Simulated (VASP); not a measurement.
Write the native input for VASP 6.6.1 that does the following.

| Quantity | Value |
| --- | --- |
| Task | single point |
| Functional | PBE |
| Potentials or basis | VASP PAW PBE potentials, release 64 (Ge_d) |
| Cutoff | 520 eV |
| k mesh | 2 × 2 × 1 |
| Occupations | gaussian, width 0.1 eV |
| Spin | no spin polarisation |
| Dipole correction | no |
| Further INCAR settings | ALGO = Normal; EDIFF = 1e-06; NBANDS = 21 |

The structure of Ge lies in POSCAR:

```
Ge
1.0
    1.4880529250     -2.5946896100      0.0000000000
    1.4880529250      2.5946896100      0.0000000000
    0.0000000000      0.0000000000      4.7275957900
Ge
2
Direct
    0.6670315077      0.3328670679      0.2519667613
    0.3329685427      0.6671329825      0.7480332831
```

The input as run:

INCAR

```
ALGO     = Normal         # electronic algorithm
EDIFF    = 1E-6           # SCF threshold, eV
ENCUT    = 520            # plane-wave cutoff, eV
GGA      = PE             # functional
ISIF     = 2              # what is computed and relaxed
ISMEAR   = 0              # smearing method
LASPH    = True           # aspherical terms in the spheres
LCHARG   = False          # write CHGCAR
LREAL    = False          # projectors in reciprocal space
LWAVE    = False          # write WAVECAR
NBANDS   = 21             # bands
NELM     = 60             # most SCF steps
PREC     = Accurate       # precision mode
SIGMA    = 0.1            # smearing width, eV
```

KPOINTS

```
k-points
0
Gamma
  2 2 1
```

Potentials or basis: VASP PAW PBE potentials, release 64 (Ge_d).

Run with:

```console
$ cat potpaw_PBE.64/Ge_d/POTCAR > POTCAR
$ mpirun -np 1 vasp_std > vasp.out
```

Results of the run:

- Pressure: 21.9 GPa
- Largest force: 0.674 eV/Å
- Band gap on the k mesh: zero (band 14 reaches 13.80 eV, above the bottom of band 15 at 6.04 eV)

Caveat: the k points lie up to 1.33 Å⁻¹ apart.

Run time: 9.1 s on 1 thread of AMD EPYC 7R43 64-Core Processor (Zen 3) (shared host), peak memory 0.11 GiB.
